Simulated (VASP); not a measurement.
# Si (I4/mmm) in VASP: further runs

Runs on Si. Level: r2SCAN. Tasks: relaxation of cell and atoms, single point.

Everything below comes from runs of VASP 6.6.1. Logs are shortened: lines on timing, memory, paths and dates and some standing lists are left out, and cuts for length are marked.

### 1 The cell of the first run

It takes space group I4/mmm (No. 139, tetragonal). The conventional cell has a = 6.651 Å, b = 6.651 Å, c = 3.845 Å, α = 90.00°, β = 90.00°, γ = 90.00°. Si (site symmetry m2m) has 4 Si at 2.34 to 2.38 Å within 3.1 Å.

### 2 Relaxation of cell and atoms, r2SCAN

Input file POSCAR:

```
Si
1.0
   -3.3254442900      3.3254442900      1.9223856600
    3.3254442900     -3.3254442900      1.9223856600
    3.3254442900      3.3254442900     -1.9223856600
Si
4
Direct
    0.1788010600      0.1788010600      0.3576021200
    0.8211989400      0.8211989400      0.6423978800
    0.1788010600      0.8211989400      0.0000000000
    0.8211989400      0.1788010600      0.0000000000
```

Input file INCAR.step1:

```
SYSTEM = Si
ALGO = Normal
EDIFF = 1E-4
ENCUT = 600
GGA = PE
ISMEAR = 0
LASPH = .TRUE.
LCHARG = .FALSE.
LREAL = .FALSE.
LWAVE = .TRUE.
NELM = 100
PREC = Accurate
SIGMA = 0.02
```

Input file INCAR.step2:

```
SYSTEM = Si
ALGO = Normal
EDIFF = 1E-7
EDIFFG = -0.005
ENCUT = 600
IBRION = 2
ISIF = 3
ISMEAR = 0
ISTART = 1
LASPH = .TRUE.
LCHARG = .FALSE.
LMIXTAU = .TRUE.
LREAL = .FALSE.
LWAVE = .FALSE.
METAGGA = R2SCAN
NELM = 100
NSW = 100
PREC = Accurate
SIGMA = 0.02
```

Input file KPOINTS:

```
k-points
0
G
  10 10 10
  0 0 0
```

Potentials or basis: VASP PAW PBE potentials, release 64 (Si).

Started as:

```bash
> cat potpaw_PBE.64/Si/POTCAR > POTCAR
> cp INCAR.step1 INCAR
> mpirun -np 1 vasp_std > vasp.out
> cp INCAR.step2 INCAR
> mpirun -np 1 vasp_std > vasp.out
```

OUTCAR:

```text
SYSTEM = Si
   EDIFF = 1E-7
   EDIFFG = -0.005
   ENCUT = 600
   IBRION = 2
   ISIF = 3
   ISMEAR = 0
   ISTART = 1
   LASPH = .TRUE.
   LREAL = .FALSE.
   METAGGA = R2SCAN
   NELM = 100
   NSW = 100
   PREC = Accurate

 ion  position               nearest neighbor table
   1  0.179  0.179  0.358-   2 2.34   2 2.34   3 2.38   4 2.38
   2  0.821  0.821  0.642-   1 2.34   1 2.34   4 2.38   3 2.38
   3  0.179  0.821  0.000-   4 2.34   4 2.34   2 2.38   1 2.38
   4  0.821  0.179  0.000-   3 2.34   3 2.34   2 2.38   1 2.38

  LATTYP: Found a body centered tetragonal cell.
 ALAT       =     6.6508885800
 C/A-ratio  =     0.5780838566

  Lattice vectors:

 A1 = (  -3.3254442900,   3.3254442900,   1.9223856600)
 A2 = (   3.3254442900,  -3.3254442900,   1.9223856600)
 A3 = (   3.3254442900,   3.3254442900,  -1.9223856600)

Analysis of symmetry for initial positions (statically):
=====================================================================
 Subroutine PRICEL returns:
 Original cell was already a primitive cell.

 Routine SETGRP: Setting up the symmetry group for a
 body centered tetragonal supercell.

 Subroutine GETGRP returns: Found 16 space group operations
 (whereof 16 operations were pure point group operations)
 out of a pool of 16 trial point group operations.

The static configuration has the point symmetry D_4h.

Analysis of symmetry for dynamics (positions and initial velocities):
=====================================================================
 Subroutine PRICEL returns:
 Original cell was already a primitive cell.

 Routine SETGRP: Setting up the symmetry group for a
 body centered tetragonal supercell.

 Subroutine GETGRP returns: Found 16 space group operations
 (whereof 16 operations were pure point group operations)
 out of a pool of 16 trial point group operations.

The dynamic configuration has the point symmetry D_4h.

 Subroutine INISYM returns: Found 16 space group operations
 (whereof 16 operations are pure point group operations),
 and found     1 'primitive' translations

----------------------------------------------------------------------------------------

                                     Primitive cell

  volume of cell :      85.0354

  direct lattice vectors                    reciprocal lattice vectors
    -3.325444290  3.325444290  1.922385660     0.000000000  0.150355849  0.260093492
     3.325444290 -3.325444290  1.922385660     0.150355849  0.000000000  0.260093492
     3.325444290  3.325444290 -1.922385660     0.150355849  0.150355849  0.000000000

  length of vectors
     5.080622607  5.080622607  5.080622607     0.300425542  0.300425542  0.212635281

  position of ions in fractional coordinates (direct lattice)
     0.178801060  0.178801060  0.357602120
     0.821198940  0.821198940  0.642397880
     0.178801060  0.821198940  0.000000000
     0.821198940  0.178801060  0.000000000

  ion indices of the primitive-cell ions
   primitive index   ion index
                 1           1
                 2           2
                 3           3
                 4           4

----------------------------------------------------------------------------------------

 KPOINTS: k-points

Automatic generation of k-mesh.
 Grid dimensions read from file:
 generate k-points for:   10   10   10

 Generating k-lattice:

  Cartesian coordinates                     Fractional coordinates (reciprocal lattice)
     0.000000000  0.015035585  0.026009349     0.100000000  0.000000000 -0.000000000
     0.015035585  0.000000000  0.026009349     0.000000000  0.100000000 -0.000000000
     0.015035585  0.015035585  0.000000000     0.000000000  0.000000000  0.100000000

  Length of vectors
     0.030042554  0.030042554  0.021263528

  Shift w.r.t. Gamma in fractional coordinates (k-lattice)
     0.000000000  0.000000000  0.000000000

 Subroutine IBZKPT returns following result:
 ===========================================

 Found    102 irreducible k-points:

 Following reciprocal coordinates:
            Coordinates               Weight
  0.000000  0.000000  0.000000      1.000000
  0.100000  0.000000 -0.000000      8.000000
  0.200000  0.000000 -0.000000      8.000000
  0.300000  0.000000 -0.000000      8.000000
  0.400000  0.000000  0.000000      8.000000
  0.500000  0.000000  0.000000      4.000000
[... 16 lines left out ...]
  0.300000  0.300000 -0.000000      8.000000
  0.400000  0.300000 -0.000000     16.000000
 [... further k-points ...]
   k-points           NKPTS =    102   k-points in BZ     NKDIM =    102   number of bands    NBANDS=     12
   number of dos      NEDOS =    301   number of ions     NIONS =      4
   total plane-waves  NPLWV =  74088
   dimension x,y,z NGX =    42 NGY =   42 NGZ =   42
   dimension x,y,z NGXF=    84 NGYF=   84 NGZF=   84
   ions per type =               4
   NGX,Y,Z   is equivalent  to a cutoff of  13.74, 13.74, 13.74 a.u.
   NGXF,Y,Z  is equivalent  to a cutoff of  27.49, 27.49, 27.49 a.u.
 SYSTEM =  Si
   PREC   = accura    normal or accurate (medium, high low for compatibility)
   ISTART =      1    job   : 0-new  1-cont  2-samecut
   ICHARG =      0    charge: 1-file 2-atom 10-const
   ISPIN  =      1    spin polarized calculation?
   LNONCOLLINEAR =      F non collinear calculations
   LSORBIT =      F    spin-orbit coupling
   LASPH  =      T    aspherical Exc in radial PAW
   ENCUT  =  600.0 eV  44.10 Ry    6.64 a.u.  10.15 10.15 10.15*2*pi/ulx,y,z
   NELM   =    100;   NELMIN=  2; NELMDL=  0     # of ELM steps
   EDIFF  = 0.1E-06   stopping-criterion for ELM
   LREAL  =      F    real-space projection
   EDIFFG = -.5E-02   stopping-criterion for IOM
   NSW    =    100    number of steps for IOM
   IBRION =      2    ionic relax: 0-MD 1-quasi-New 2-CG
   NFREE  =      1    steps in history (QN), initial steepest desc. (CG)
   ISIF   =      3    stress and relaxation
   ISYM   =      2    0-nonsym 1-usesym 2-fastsym
   POTIM  = 0.5000    time-step for ionic-motion
   TEBEG  =    0.0;   TEEND  =   0.0 temperature during run
   PSTRESS=    0.0 pullay stress
   NELECT =      16.0000    total number of electrons
   NUPDOWN=      -1.0000    fix difference up-down
   EMIN   =  10.00;   EMAX   =-10.00  energy-range for DOS
   EFERMI =   0.00;   METHOD = LEGACY
   ISMEAR =     0;   SIGMA  =   0.02  broadening in eV -4-tet -1-fermi 0-gaus
   EFERMI_NEDOS =   21; number of points for ismear=-14 and -15
   IALGO  =     38    algorithm
   IMIX   =      4    mixing-type and parameters
     AMIX     =   0.40;   BMIX     =  1.00
     AMIX_MAG =   1.60;   BMIX_MAG =  1.00
  volume/ion in A,a.u.               =      21.26       143.46
  Fermi-wavevector in a.u.,A,eV,Ry     =   0.938098  1.772748 11.973506  0.880028
  Thomas-Fermi vector in A             =   2.065276
   LORBIT       =      0    0 simple, 1 ext, 2 COOP (PROOUT), +10 PAW based schemes
   METAGGA = R2SCAN    functional components
   LHFCALC =     F    Hartree Fock is set to
   AEXX    =    0.0000 exact exchange contribution
   IVDW    =     0    specifies the selected vdW correction
   LEPSILON=     F    determine dielectric tensor
   LRPA    =     F    only Hartree local field effects (RPA)
 conjugate gradient relaxation of ions
 non-spin polarized calculation
 Gauss-broadening in eV      SIGMA  =   0.02
  energy-cutoff  :      600.00
  volume of cell :       85.04
 maximum number of plane-waves:      2876
 NGX is ok and might be reduce to    42

--------------------------------------- Ionic step        1  -------------------------------------------

 number of electron      16.0000001 magnetization

 Free energy of the ion-electron system (eV)
  ---------------------------------------------------
  ext. energy  EPLUGINS =         0.00000000
  ---------------------------------------------------
  free energy    TOTEN  =       -34.62953553 eV

  energy without entropy =      -34.62953553  energy(sigma->0) =      -34.62953553

------------------------ aborting loop because EDIFF is reached ----------------------------------------

  FORCE on cell =-STRESS in cart. coord.  units (eV):
  Direction    XX          YY          ZZ          XY          YZ          ZX
  --------------------------------------------------------------------------------------
  -------------------------------------------------------------------------------------
  Total       -0.0478974     -0.0478974     -0.1084698      0.0000000     -0.0000000     -0.0000000
  in kB       -0.9024494     -0.9024494     -2.0437109      0.0000000     -0.0000000     -0.0000000
  external PRESSURE =      -1.2828699 kB  Pullay stress =       0.0000000 kB
[... 61 lines left out ...]
  energy  without entropy=      -34.6295695981  energy(sigma->0) =      -34.62956960

--------------------------------------- Ionic step        3  -------------------------------------------

 number of electron      16.0000001 magnetization

 Free energy of the ion-electron system (eV)
  ---------------------------------------------------
  ext. energy  EPLUGINS =         0.00000000
  ---------------------------------------------------
  free energy    TOTEN  =       -34.62959597 eV

  energy without entropy =      -34.62959597  energy(sigma->0) =      -34.62959597

 E-fermi :   5.5083     XC(G=0):  -9.5395

 val. band max:        5.3872601695   @ k =   0.5000   0.5000   0.5000
 cond. band min:       5.8764245363   @ k =  -0.1000  -0.2000   0.1000
 fundamental gap:      0.4891643668
 Fermi energy:         5.5082612174

 k-point     1 :       0.0000    0.0000    0.0000
  band No.  band energies     occupation
      1      -7.2571      2.00000
      2      -2.7891      2.00000
      3      -0.4239      2.00000
      4      -0.4239      2.00000
      5       1.4361      2.00000
      6       3.7969      2.00000
      7       3.7969      2.00000
      8       4.7854      2.00000
      9       6.9618      0.00000
     10       7.2565      0.00000
     11       7.2565      0.00000
     12       7.9193      0.00000
[... 331 lines left out ...]
 k-point    24 :       0.4000    0.3000   -0.0000
  band No.  band energies     occupation
      1      -5.4904      2.00000
      2      -4.2327      2.00000
      3      -2.0409      2.00000
      4       0.1358      2.00000
      5       0.9847      2.00000
      6       2.2601      2.00000
      7       3.2507      2.00000
      8       3.9338      2.00000
      9       7.0257      0.00000
     10       7.4209      0.00000
     11       8.7035      0.00000
     12       9.5084      0.00000

 [... further k-points ...]
[... 5 lines left out ...]
  --------------------------------------------------------------------------------------
  -------------------------------------------------------------------------------------
  Total        0.0081701      0.0081701     -0.0022798      0.0000000     -0.0000000     -0.0000000
  in kB        0.1541653      0.1541653     -0.0430196      0.0000000     -0.0000000     -0.0000000
  external PRESSURE =       0.0884370 kB  Pullay stress =       0.0000000 kB
[... 19 lines left out ...]
  FREE ENERGIE OF THE ION-ELECTRON SYSTEM (eV)
  ---------------------------------------------------
  free  energy   TOTEN  =       -34.6295959733 eV

  energy  without entropy=      -34.6295959733  energy(sigma->0) =      -34.62959597

 reached required accuracy - stopping structural energy minimisation
```

Run time: 25 min. Hardware: 1 thread of Intel Xeon Platinum 8259CL at 2.50GHz (Skylake/Cascade Lake), shared host; peak memory 0.34 GiB.

Results:

```yaml
Free_energy: -34.6296 eV
Relaxed_volume: 21.23 Å³/atom
Relaxed_cell: a = 5.079 Å, b = 5.079 Å, c = 5.079 Å, α = 98.22°, β = 98.22°, γ = 135.55°
Space_group_after_relaxing_to_0.05_Å: I4/mmm (No. 139)
Energy_gained_by_relaxing: 0.0 meV/atom
Ionic_steps: 3
Pressure_after_relaxing: 0.0 GPa
Band_gap_on_the_k_mesh: 0.49 eV, indirect (least direct gap 0.59 eV)
```

Forces on the atoms (eV/Å):
```
Si  -0.002 -0.002  0.000
Si   0.002  0.002  0.000
Si   0.002 -0.002  0.000
Si  -0.002  0.002  0.000
```

Final structure:
```cif
data_structure
_symmetry_space_group_name_H-M 'P 1'
_symmetry_Int_Tables_number 1
_cell_length_a 5.0785
_cell_length_b 5.0785
_cell_length_c 5.0785
_cell_angle_alpha 98.225
_cell_angle_beta 98.225
_cell_angle_gamma 135.552
_cell_volume 84.91
loop_
_atom_site_label
_atom_site_type_symbol
_atom_site_fract_x
_atom_site_fract_y
_atom_site_fract_z
_atom_site_occupancy
Si1 Si 0.17880 0.17880 0.35761 1
Si2 Si 0.82120 0.82120 0.64239 1
Si3 Si 0.17880 0.82120 0.00000 1
Si4 Si 0.82120 0.17880 0.00000 1
```

Levels at points of the mesh, in eV from the valence-band top:
| k point | band 5 | band 6 | band 7 | band 8 | band 9 | band 10 | band 11 | band 12 |
| --- | --- | --- | --- | --- | --- | --- | --- | --- |
| (0.00, 0.00, 0.00) | -3.95 | -1.59 | -1.59 | -0.60 | 1.57 | 1.87 | 1.87 | 2.53 |
| (0.50, 0.00, 0.00) | -4.58 | -3.63 | -2.52 | -1.52 | 1.03 | 2.68 | 3.30 | 3.77 |
| (0.50, 0.50, 0.00) | -3.00 | -2.12 | -1.96 | -1.73 | 1.90 | 2.16 | 2.18 | 4.35 |
| (0.50, 0.50, 0.50) | -3.11 | -0.25 | 0.00 | 0.00 | 0.59 | 3.75 | 3.84 | 4.28 |

Caveat: the PAW data sets were made with another functional, which shifts forces and pressure a little. A k mesh can miss the band edges.

### 3 Single point, r2SCAN

This run uses another cell than the first one: it holds 8 atoms, not 4.

Input file POSCAR:

```
Si
1.0
    0.0000000000      0.0000000000     -3.8437610439
    0.0000000000     -6.6546593095      0.0000000000
   -6.6546593095      0.0000000000      0.0000000000
Si
8
Direct
    0.5000000000      0.3212468005      0.3212468005
    0.0000000000      0.8212468005      0.8212468005
    1.0000000000      0.1787531995      0.1787531995
    0.5000000000      0.6787531995      0.6787531995
    1.0000000000      0.8212468005      0.1787531995
    0.5000000000      0.3212468005      0.6787531995
    1.0000000000      0.1787531995      0.8212468005
    0.5000000000      0.6787531995      0.3212468005
```

Input file INCAR.step1:

```
PREC = Accurate
ENCUT = 520
ISMEAR = 0
SIGMA = 0.05
LREAL = F
LASPH = T
NELM = 60
NBANDS = 26
GGA = PE
ALGO = Normal
EDIFF = 1E-4
LWAVE = T
LCHARG = F
```

Input file INCAR.step2:

```
PREC = Accurate
ENCUT = 520
EDIFF = 1E-6
ISMEAR = 0
SIGMA = 0.05
LREAL = F
LASPH = T
NELM = 60
ALGO = Normal
ISIF = 2
LWAVE = F
LCHARG = F
METAGGA = R2SCAN
LMIXTAU = T
NBANDS = 26
ISTART = 1
```

Input file KPOINTS:

```
regular mesh
0
Gamma
  8 4 4
```

Potentials or basis: VASP PAW PBE potentials, release 64 (Si).

Started as:

```bash
> cat potpaw_PBE.64/Si/POTCAR > POTCAR
> cp INCAR.step1 INCAR
> mpirun -np 1 vasp_std > vasp.out
> cp INCAR.step2 INCAR
> mpirun -np 1 vasp_std > vasp.out
```

It took 5.7 min on 1 thread of Intel Xeon Platinum 8488C (Sapphire Rapids), shared host; peak memory 0.32 GiB.

It converged, with:

| Quantity | Value |
| --- | --- |
| Free energy | -69.2568 eV |
| Pressure | -0.2 GPa |
| Largest force | 0.005 eV/Å |
| Band gap on the k mesh | 0.46 eV |

Forces on the atoms (eV/Å):
```
Si   0.004  0.004  0.000
Si   0.004  0.004  0.000
Si  -0.004 -0.004  0.000
Si  -0.004 -0.004  0.000
Si  -0.004  0.004  0.000
Si  -0.004  0.004  0.000
Si   0.004 -0.004  0.000
Si   0.004 -0.004  0.000
```

Levels at points of the mesh, in eV from the valence-band top:
```
           k point  band 12  band 13  band 14  band 15  band 16  band 17  band 18  band 19  band 20  band 21
(0.00, 0.00, 0.00)    -1.58    -0.60    -0.24     0.00     0.00     0.60     1.58     1.87     1.87     2.54
(0.50, 0.00, 0.00)    -3.16    -2.73    -2.73    -2.73    -2.73     1.13     1.13     4.13     4.13     4.13
(0.00, 0.50, 0.00)    -2.51    -1.50    -1.50    -1.03    -1.03     1.35     1.35     2.59     2.59     3.07
(0.50, 0.50, 0.00)    -3.62    -2.51    -2.51    -1.51    -1.51     1.04     1.04     2.68     2.68     3.30
(0.00, 0.50, 0.50)    -2.11    -1.95    -1.95    -1.72    -1.72     1.90     1.90     2.17     2.17     2.18
(0.50, 0.50, 0.50)    -2.16    -2.15    -2.15    -2.15    -2.15     0.48     0.48     1.67     1.67     1.67
```

Caveat: the PAW data sets were made with another functional, which shifts forces and pressure a little. r2SCAN opens gaps a little over a GGA but as a rule still falls short of measured ones.
